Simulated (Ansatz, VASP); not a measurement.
**Two plane-wave programs on Mg**

Contents of INCAR:

```
SYSTEM = Mg
ALGO = Normal
EDIFF = 1E-6
ENCUT = 520
GGA = RE
ISIF = 2
ISMEAR = -1
LASPH = .TRUE.
LCHARG = .TRUE.
LELF = .TRUE.
LREAL = .FALSE.
LVHAR = .TRUE.
LWAVE = .FALSE.
NBANDS = 9
NELM = 80
PREC = Accurate
SIGMA = 0.1
```

Contents of KPOINTS:

```
k-points
0
G
  18 18 10
  0 0 0
```

The input POSCAR:

```
Mg
1.0
    3.0893050385      0.0000000000      0.0000000000
   -1.5446525192      2.6754166434      0.0000000000
    0.0000000000      0.0000000000      5.0158647369
Mg
2
Direct
    0.3333333333      0.6666666667      0.2500000000
    0.6666666667      0.3333333333      0.7500000000
```

Input for Ansatz:

```yaml
crystal:
  lattice:
    - [3.0893050394, 0.0, 0.0]
    - [-1.5446525197, 2.6754166442, 0.0]
    - [0.0, 0.0, 5.0158647371]
  atoms:
    - { symbol: Mg, position: [0.3333333333, 0.6666666667, 0.25] }
    - { symbol: Mg, position: [0.6666666667, 0.3333333333, 0.75] }
hamiltonian:
  xc: revpbe
  pseudopotentials:
    kind: paw
    azcp:
      Mg: "pseudopotentials/Mg.paw.azcp"
basis:
  ecutwfc: 420
  fft_grid_basis: typed
kpoints:
  mp_grid: { grid: [18, 18, 10], shift: [0, 0, 0] }
magnetization:
  spin_polarized: false
scf:
  occupations: { method: fermi_dirac, width: 0.1 }
output:
  stress: true
```

Alike in both runs: task single point; functional revPBE; k mesh 18 × 18 × 10; occupations fermi-dirac, width 0.1 eV; no spin polarisation.

|  | VASP | Ansatz |
| --- | --- | --- |
| version | VASP 6.6.1 | Ansatz 0.2.0 |
| potentials or method | VASP PAW PBE potentials, release 64 (Mg), cutoff 520 eV | plane waves (420 eV) with PAW, scalar-relativistic |
| valence electrons in the cell | 4 | 20 |

Ansatz gave:

- pressure (GPa): 5.7
- traceless stress, the component that is largest in VASP (GPa): -0.14

Task: Which values does VASP return?

Result: Pressure (GPa): 5.5; traceless stress, the component that is largest in VASP (GPa): -0.14.

VASP's potentials were made for PBE, not for revPBE. VASP's potentials hold 4 valence electrons a cell and Ansatz's 20, so a difference there can come from the potentials and not from the codes.
